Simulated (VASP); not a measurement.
# Al12O in VASP: relaxation of the atoms with PBE

Aim: the relaxation of the atoms of Al12O with PBE.

Program: VASP 6.6.1. These are calculated values, not measurements. Logs are shortened: lines on timing, memory, paths and dates and some standing lists are left out, and cuts for length are marked.

### Step 1. The cell of the first run

The cell holds a slab with vacuum, 13 atoms: a = 5.714 Å, b = 5.714 Å, c = 19.675 Å, α = 90.00°, β = 90.00°, γ = 90.00°.

### Step 2. Relaxation of the atoms, PBE

INCAR

```
  PREC = Accurate
  ENCUT = 520
  EDIFF = 1E-6
  ISMEAR = 0
  SIGMA = 0.1
  LREAL = F
  LASPH = T
  NELM = 60
  ALGO = Fast
  ISIF = 2
  LWAVE = F
  LCHARG = F
  LDIPOL = T
  IDIPOL = 3
  DIPOL = 0.5 0.5 0.324
  GGA = PE
  IBRION = 2
  NSW = 36
  EDIFFG = -0.025
```

KPOINTS

```
Automatic mesh
0
Gamma
  5 5 1
```

POSCAR

```
Al12O
1.0
    5.7135165838      0.0000000000      0.0000000000
    0.0000000000      5.7135165838      0.0000000000
    0.0000000000      0.0000000000     19.6746954361
Al O
12 1
Selective dynamics
Direct
    0.2500000000      0.2500000000      0.2033068320  F F F
    0.2500000000      0.7500000000      0.2033068320  F F F
    0.7500000000      0.2500000000      0.2033068320  F F F
    0.7500000000      0.7500000000      0.2033068320  F F F
    0.0000000000      0.0000000000      0.3092728611  F F F
    0.0000000000      0.5000000000      0.3092728611  F F F
    0.5000000000      0.0000000000      0.3092728611  F F F
    0.5000000000      0.5000000000      0.3092728611  F F F
    0.2500000000      0.2500000000      0.4154928580  F F F
    0.2500000000      0.7500000000      0.4154928580  F F F
    0.7500000000      0.2500000000      0.4154928580  F F F
    0.7500000000      0.7500000000      0.4154928580  F F F
    0.3333333333      0.3333333333      0.4932686175  F F T
```

Potentials or basis: VASP PAW PBE potentials, release 64 (Al, O).

Command:

```sh
cat potpaw_PBE.64/Al/POTCAR potpaw_PBE.64/O/POTCAR > POTCAR
mpirun -np 1 vasp_std > vasp.out
```

OUTCAR:

```text
PREC = Accurate
   ENCUT = 520
   EDIFF = 1E-6
   ISMEAR = 0
   LREAL = F
   LASPH = T
   NELM = 60
   ISIF = 2
   GGA = PE
   IBRION = 2
   NSW = 36
   EDIFFG = -0.025

 ion  position               nearest neighbor table
   1  0.250  0.250  0.203-   2 2.86   3 2.86   2 2.86   3 2.86   7 2.90   8 2.90   5 2.90   6 2.90

   2  0.250  0.750  0.203-   1 2.86   4 2.86   1 2.86   4 2.86   7 2.90   8 2.90   5 2.90   6 2.90

   3  0.750  0.250  0.203-   1 2.86   4 2.86   4 2.86   1 2.86   7 2.90   8 2.90   5 2.90   6 2.90

   4  0.750  0.750  0.203-   2 2.86   3 2.86   3 2.86   2 2.86   7 2.90   8 2.90   5 2.90   6 2.90

   5  0.000  0.000  0.309-   6 2.86   7 2.86   6 2.86   7 2.86   1 2.90   2 2.90   3 2.90   4 2.90
                            11 2.91  12 2.91   9 2.91  10 2.91
   6  0.000  0.500  0.309-   5 2.86   8 2.86   5 2.86   8 2.86   1 2.90   2 2.90   3 2.90   4 2.90
                            11 2.91  12 2.91   9 2.91  10 2.91
   7  0.500  0.000  0.309-   5 2.86   8 2.86   8 2.86   5 2.86   1 2.90   2 2.90   3 2.90   4 2.90
                            11 2.91  12 2.91   9 2.91  10 2.91
   8  0.500  0.500  0.309-   6 2.86   7 2.86   7 2.86   6 2.86   1 2.90   2 2.90   3 2.90   4 2.90
                            11 2.91  12 2.91   9 2.91  10 2.91
   9  0.250  0.250  0.415-  13 1.67  11 2.86  10 2.86  10 2.86  11 2.86   6 2.91   7 2.91   8 2.91
                             5 2.91
  10  0.250  0.750  0.415-   9 2.86  12 2.86   9 2.86  12 2.86   5 2.91   6 2.91   7 2.91   8 2.91

  11  0.750  0.250  0.415-   9 2.86  12 2.86  12 2.86   9 2.86   5 2.91   6 2.91   7 2.91   8 2.91

  12  0.750  0.750  0.415-  10 2.86  11 2.86  11 2.86  10 2.86   5 2.91   6 2.91   7 2.91   8 2.91

  13  0.333  0.333  0.493-   9 1.67

  LATTYP: Found a simple tetragonal cell.
 ALAT       =     5.7135165838
 C/A-ratio  =     3.4435351937

  Lattice vectors:

 A1 = (   5.7135165838,   0.0000000000,   0.0000000000)
 A2 = (   0.0000000000,   5.7135165838,   0.0000000000)
 A3 = (   0.0000000000,   0.0000000000,  19.6746954361)

Analysis of symmetry for initial positions (statically):
=====================================================================
 Subroutine PRICEL returns:
 Original cell was already a primitive cell.

 Routine SETGRP: Setting up the symmetry group for a
 simple tetragonal supercell.

 Subroutine GETGRP returns: Found  2 space group operations
 (whereof  2 operations were pure point group operations)
 out of a pool of 16 trial point group operations.

The static configuration has the point symmetry C_1h.

Analysis of symmetry for dynamics (positions and initial velocities):
=====================================================================
 Subroutine PRICEL returns:
 Original cell was already a primitive cell.

 Routine SETGRP: Setting up the symmetry group for a
 simple tetragonal supercell.

 Subroutine GETGRP returns: Found  2 space group operations
 (whereof  2 operations were pure point group operations)
 out of a pool of 16 trial point group operations.

The dynamic configuration has the point symmetry C_1h.

Analysis of constrained symmetry for selective dynamics:
=====================================================================
 Subroutine PRICEL returns:
 Original cell was already a primitive cell.

 Routine SETGRP: Setting up the symmetry group for a
 simple tetragonal supercell.

 Subroutine GETGRP returns: Found  2 space group operations
 (whereof  2 operations were pure point group operations)
 out of a pool of 16 trial point group operations.

The constrained configuration has the point symmetry C_1h.

 Subroutine INISYM returns: Found  2 space group operations
 (whereof  2 operations are pure point group operations),
 and found     1 'primitive' translations

----------------------------------------------------------------------------------------

                                     Primitive cell

  volume of cell :     642.2661

  direct lattice vectors                    reciprocal lattice vectors
     5.713516584  0.000000000  0.000000000     0.175023558  0.000000000  0.000000000
     0.000000000  5.713516584  0.000000000     0.000000000  0.175023558  0.000000000
     0.000000000  0.000000000 19.674695436     0.000000000  0.000000000  0.050826708

  length of vectors
     5.713516584  5.713516584 19.674695436     0.175023558  0.175023558  0.050826708

  position of ions in fractional coordinates (direct lattice)
     0.250000000  0.250000000  0.203306832
     0.250000000  0.750000000  0.203306832
     0.750000000  0.250000000  0.203306832
     0.750000000  0.750000000  0.203306832
     0.000000000  0.000000000  0.309272861
     0.000000000  0.500000000  0.309272861
     0.500000000  0.000000000  0.309272861
     0.500000000  0.500000000  0.309272861
     0.250000000  0.250000000  0.415492858
     0.250000000  0.750000000  0.415492858
     0.750000000  0.250000000  0.415492858
     0.750000000  0.750000000  0.415492858
     0.333333333  0.333333333  0.493268618

  ion indices of the primitive-cell ions
   primitive index   ion index
                 1           1
                 2           2
                 3           3
                 4           4
                 5           5
                 6           6
                 7           7
                 8           8
                 9           9
                10          10
                11          11
                12          12
                13          13

----------------------------------------------------------------------------------------

 KPOINTS: Automatic mesh

Automatic generation of k-mesh.
 Grid dimensions read from file:
 generate k-points for:    5    5    1

 Generating k-lattice:

  Cartesian coordinates                     Fractional coordinates (reciprocal lattice)
     0.035004712  0.000000000  0.000000000     0.200000000  0.000000000  0.000000000
     0.000000000  0.035004712  0.000000000     0.000000000  0.200000000  0.000000000
     0.000000000  0.000000000  0.050826708     0.000000000  0.000000000  1.000000000

  Length of vectors
     0.035004712  0.035004712  0.050826708

  Shift w.r.t. Gamma in fractional coordinates (k-lattice)
     0.000000000  0.000000000  0.000000000

 Subroutine IBZKPT returns following result:
 ===========================================

 Found      9 irreducible k-points:

 Following reciprocal coordinates:
            Coordinates               Weight
  0.000000  0.000000  0.000000      1.000000
  0.200000  0.000000  0.000000      4.000000
  0.400000  0.000000  0.000000      4.000000
  0.200000  0.200000  0.000000      2.000000
 -0.200000  0.200000  0.000000      2.000000
  0.400000  0.200000  0.000000      4.000000
 -0.200000  0.400000  0.000000      4.000000
  0.400000  0.400000  0.000000      2.000000
 -0.400000  0.400000  0.000000      2.000000
   k-points           NKPTS =      9   k-points in BZ     NKDIM =      9   number of bands    NBANDS=     28
   number of dos      NEDOS =    301   number of ions     NIONS =     13
   total plane-waves  NPLWV = 264600
   dimension x,y,z NGX =    42 NGY =   42 NGZ =  150
   dimension x,y,z NGXF=    84 NGYF=   84 NGZF=  300
   ions per type =              12   1
   NGX,Y,Z   is equivalent  to a cutoff of  12.22, 12.22, 12.67 a.u.
   NGXF,Y,Z  is equivalent  to a cutoff of  24.44, 24.44, 25.35 a.u.
 SYSTEM =  unknown system
   PREC   = accura    normal or accurate (medium, high low for compatibility)
   ISTART =      0    job   : 0-new  1-cont  2-samecut
   ICHARG =      2    charge: 1-file 2-atom 10-const
   ISPIN  =      1    spin polarized calculation?
   LNONCOLLINEAR =      F non collinear calculations
   LSORBIT =      F    spin-orbit coupling
   LASPH  =      T    aspherical Exc in radial PAW
   ENCUT  =  520.0 eV  38.22 Ry    6.18 a.u.  10.62 10.62 36.58*2*pi/ulx,y,z
   NELM   =     60;   NELMIN=  2; NELMDL= -5     # of ELM steps
   EDIFF  = 0.1E-05   stopping-criterion for ELM
   LREAL  =      F    real-space projection
   EDIFFG = -.3E-01   stopping-criterion for IOM
   NSW    =     36    number of steps for IOM
   IBRION =      2    ionic relax: 0-MD 1-quasi-New 2-CG
   NFREE  =      1    steps in history (QN), initial steepest desc. (CG)
   ISIF   =      2    stress and relaxation
   ISYM   =      2    0-nonsym 1-usesym 2-fastsym
   POTIM  = 0.5000    time-step for ionic-motion
   TEBEG  =    0.0;   TEEND  =   0.0 temperature during run
   PSTRESS=    0.0 pullay stress
   NELECT =      42.0000    total number of electrons
   NUPDOWN=      -1.0000    fix difference up-down
   EMIN   =  10.00;   EMAX   =-10.00  energy-range for DOS
   EFERMI =   0.00;   METHOD = LEGACY
   ISMEAR =     0;   SIGMA  =   0.10  broadening in eV -4-tet -1-fermi 0-gaus
   EFERMI_NEDOS =   21; number of points for ismear=-14 and -15
   IALGO  =     68    algorithm
   IMIX   =      4    mixing-type and parameters
     AMIX     =   0.40;   BMIX     =  1.00
     AMIX_MAG =   1.60;   BMIX_MAG =  1.00
  volume/ion in A,a.u.               =      49.41       333.40
  Fermi-wavevector in a.u.,A,eV,Ry     =   0.659558  1.246384  5.918760  0.435017
  Thomas-Fermi vector in A             =   1.731731
   LORBIT       =      0    0 simple, 1 ext, 2 COOP (PROOUT), +10 PAW based schemes
   GGA     = PE    functional components
   LHFCALC =     F    Hartree Fock is set to
   AEXX    =    0.0000 exact exchange contribution
   IVDW    =     0    specifies the selected vdW correction
   LEPSILON=     F    determine dielectric tensor
   LRPA    =     F    only Hartree local field effects (RPA)
 conjugate gradient relaxation of ions
 non-spin polarized calculation
 RMM-DIIS sequential band-by-band and
 Gauss-broadening in eV      SIGMA  =   0.10
  energy-cutoff  :      520.00
  volume of cell :      642.27
 maximum number of plane-waves:     17320
   NGX = 21   NGY = 21   NGZ = 73

--------------------------------------- Ionic step        1  -------------------------------------------

 number of electron      41.9999997 magnetization

 Free energy of the ion-electron system (eV)
  ---------------------------------------------------
  ext. energy  EPLUGINS =         0.00000000
  ---------------------------------------------------
  free energy    TOTEN  =       -47.93352486 eV

  energy without entropy =      -47.87872830  energy(sigma->0) =      -47.90612658

------------------------ aborting loop because EDIFF is reached ----------------------------------------

  FORCE on cell =-STRESS in cart. coord.  units (eV):
  Direction    XX          YY          ZZ          XY          YZ          ZX
  --------------------------------------------------------------------------------------
  -------------------------------------------------------------------------------------
  Total       -7.1186683     -7.1186683     -1.7518082      1.0094683      0.6800322      0.6800321
  in kB      -17.7580117    -17.7580117     -4.3700070      2.5181888      1.6963875      1.6963872
  external PRESSURE =     -13.2953435 kB  Pullay stress =       0.0000000 kB
[... 79 lines left out ...]
  energy  without entropy=      -47.8797454990  energy(sigma->0) =      -47.90714005

--------------------------------------- Ionic step        3  -------------------------------------------

 number of electron      41.9999996 magnetization

 dipolmoment           0.000000      0.000000      0.301210 electrons x Angstroem

 Free energy of the ion-electron system (eV)
  ---------------------------------------------------
  ext. energy  EPLUGINS =         0.00000000
  ---------------------------------------------------
  free energy    TOTEN  =       -47.93460450 eV

  energy without entropy =      -47.87981310  energy(sigma->0) =      -47.90720880

 E-fermi :  -0.9904     XC(G=0):  -4.2951

 val. band max:       -0.9946549170   @ k =   0.4000   0.4000   0.0000
 cond. band min:      -0.9870701164   @ k =  -0.4000   0.4000   0.0000
 fundamental gap:      0.0075848006
 Fermi energy:        -0.9904270222

 k-point     1 :       0.0000    0.0000    0.0000
  band No.  band energies     occupation
      1     -17.8088      2.00000
      2     -11.0487      2.00000
      3      -8.8714      2.00000
      4      -6.7005      2.00000
      5      -6.6671      2.00000
      6      -6.5873      2.00000
[... 268 lines left out ...]
     27       0.7446      0.00000
     28       1.1437      0.00000

------------------------ aborting loop because EDIFF is reached ----------------------------------------

 vacuum level on the upper side and lower side of the slab       (xc-potential included)         0.660        -0.942

  FORCE on cell =-STRESS in cart. coord.  units (eV):
  Direction    XX          YY          ZZ          XY          YZ          ZX
  --------------------------------------------------------------------------------------
  -------------------------------------------------------------------------------------
  Total       -7.0869689     -7.0869689     -1.3864470      1.0515671      0.7831426      0.7831425
  in kB      -17.6789354    -17.6789354     -3.4585882      2.6232070      1.9536036      1.9536033
  external PRESSURE =     -12.9388196 kB  Pullay stress =       0.0000000 kB

 VOLUME and BASIS-vectors are now :
 -----------------------------------------------------------------------------
  energy-cutoff  :      520.00
  volume of cell :      642.27
      direct lattice vectors                 reciprocal lattice vectors
     5.713516584  0.000000000  0.000000000     0.175023558  0.000000000  0.000000000
     0.000000000  5.713516584  0.000000000     0.000000000  0.175023558  0.000000000
     0.000000000  0.000000000 19.674695436     0.000000000  0.000000000  0.050826708
[... 19 lines left out ...]
  FREE ENERGIE OF THE ION-ELECTRON SYSTEM (eV)
  ---------------------------------------------------
  free  energy   TOTEN  =       -47.9346044958 eV

  energy  without entropy=      -47.8798130995  energy(sigma->0) =      -47.90720880

 reached required accuracy - stopping structural energy minimisation

 vacuum level on the upper side and lower side of the slab         4.933         3.276
```

Wall time 10 min (1 thread of Oxide Virtual Turin-like, shared host); peak memory 0.64 GiB.

Results:

| Property | Result |
| --- | --- |
| Free energy | -47.9346 eV |
| Energy gained by relaxing | 0.1 meV/atom |
| Ionic steps | 3 |
| Band gap on the k mesh | zero (bands 21 and 22 overlap by 0.80 eV) |

Step by step:
```csv
step,energy change (eV),largest force on free atoms (eV/Å),pressure (GPa)
1,0.0000,0.2350,-1.33
2,-0.0010,0.0584,-1.28
3,-0.0011,0.0033,-1.29
```

Final structure:
```
CELL_PARAMETERS angstrom
5.71352 0.00000 0.00000
0.00000 5.71352 0.00000
0.00000 0.00000 19.67470
ATOMIC_POSITIONS crystal
Al 0.25000 0.25000 0.20331
Al 0.25000 0.75000 0.20331
Al 0.75000 0.25000 0.20331
Al 0.75000 0.75000 0.20331
Al 0.00000 0.00000 0.30927
Al 0.00000 0.50000 0.30927
Al 0.50000 0.00000 0.30927
Al 0.50000 0.50000 0.30927
Al 0.25000 0.25000 0.41549
Al 0.25000 0.75000 0.41549
Al 0.75000 0.25000 0.41549
Al 0.75000 0.75000 0.41549
O 0.33333 0.33333 0.49281
```
